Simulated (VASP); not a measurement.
Runs of VASP 6.6.1 on Zn. The structure is that of space group Pm-3m (No. 221), or close to it. The cells are those of the table. This isn't the form of Zn at room conditions, which is hcp.

| task | cell | k mesh | cutoff (eV) | gap on the mesh (eV) | pressure (GPa) |
| --- | --- | --- | --- | --- | --- |
| single point | a = 2.514 Å, 1 atom | 8 × 8 × 8 | 520 | none | 7.2 |
| single point | a = 2.583 Å, 1 atom | 20 × 20 × 20 | 520 | none | 0.2 |
| relaxation of cell and atoms | relaxed from a = 2.514 Å, 1 atom | 6 × 6 × 6 | 600 | none | 0.0 |
| single point | a = 2.621 Å, 1 atom | 6 × 6 × 6 | 520 | none | (a) |

Alike in all rows: level r2SCAN; potentials or basis VASP PAW PBE potentials, release 64 (Zn); no spin polarisation; smearing gaussian 0.1 eV.

Q: Estimate the missing entries.

A: (a) -0.1.

Caveats: some runs use coarse meshes; the PAW data sets were made with another functional, which shifts forces and pressure a little; the cell stands under pressure (at least some runs).

A gap of «none» marks levels without a gap at the run's occupations.
